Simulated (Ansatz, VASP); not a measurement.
# Two plane-wave programs on Al5Cu

INCAR

```
PREC = Accurate
ENCUT = 520
EDIFF = 1E-7
ISMEAR = 0
SIGMA = 0.1
LREAL = False
LASPH = True
NELM = 80
ALGO = Normal
ISIF = 2
LWAVE = False
LCHARG = False
GGA = PE
NBANDS = 22
```

File KPOINTS:

```
regular mesh
0
Gamma
  6 6 2
```

POSCAR

```
Al5Cu
1.0
    2.7841488900      0.0000000000      0.0000000000
   -1.3920744400      2.4111436600      0.0000000000
    0.0000000000      0.0000000000     13.5376180000
Al Cu
5 1
Direct
    0.3333333300      0.6666666700      0.8333333300
    0.3333333300      0.6666666700      0.1666666700
    0.6666666700      0.3333333300      0.0000000000
    0.6666666700      0.3333333300      0.3333333300
    0.6666666700      0.3333333300      0.6666666700
    0.3333333300      0.6666666700      0.5000000000
```

Input for Ansatz:

```yaml
crystal:
  lattice:
    - [2.78414889, 0.0, 0.0]
    - [-1.39207444, 2.41114366, 0.0]
    - [0.0, 0.0, 13.537618]
  atoms:
    - { symbol: Al, position: [0.33333333, 0.66666667, 0.83333333] }
    - { symbol: Al, position: [0.33333333, 0.66666667, 0.16666667] }
    - { symbol: Al, position: [0.66666667, 0.33333333, 0.0] }
    - { symbol: Al, position: [0.66666667, 0.33333333, 0.33333333] }
    - { symbol: Al, position: [0.66666667, 0.33333333, 0.66666667] }
    - { symbol: Cu, position: [0.33333333, 0.66666667, 0.5] }
basis:
  ecutwfc: 420
kpoints:
  mp_grid: { grid: [6, 6, 2] }
hamiltonian:
  xc: pbe
scf:
  occupations: { method: gaussian, width: 0.1 }
  lower_state_search: "off"
output:
  forces: true
  stress: true
  eigenvalues: true
```

Alike in both runs: task single point; functional PBE; k mesh 6 × 6 × 2; occupations gaussian, width 0.1 eV; no spin polarisation.

```csv
,VASP,Ansatz
version,VASP 6.6.1,Ansatz 0.2.0
potentials or method,"VASP PAW PBE potentials, release 64 (Al, Cu), cutoff 520 eV","scalar-relativistic, plane waves, PAW"
valence electrons in the cell,26,34
```

Ansatz gave:

```
gap on the k mesh at the Fermi level (eV)                     : none
pressure (GPa)                                                : 3.8
traceless stress, the component that is largest in VASP (GPa) : 0.57
rms of the force components (eV/Å)                            : 0.279
```

Question: What did VASP give for the same quantities?

Answer: gap on the k mesh at the Fermi level (eV): none; pressure (GPa): 3.8; traceless stress, the component that is largest in VASP (GPa): 0.61; rms of the force components (eV/Å): 0.275.

Atom by atom the forces differ by 0.004 eV/Å (rms over components). A gap of «none» marks a metal or a gap that the smearing closes. VASP's potentials hold 26 valence electrons a cell and Ansatz's 34, so a difference there can come from the potentials and not from the codes.

The k mesh is coarse, so the values compare programs but aren't converged.
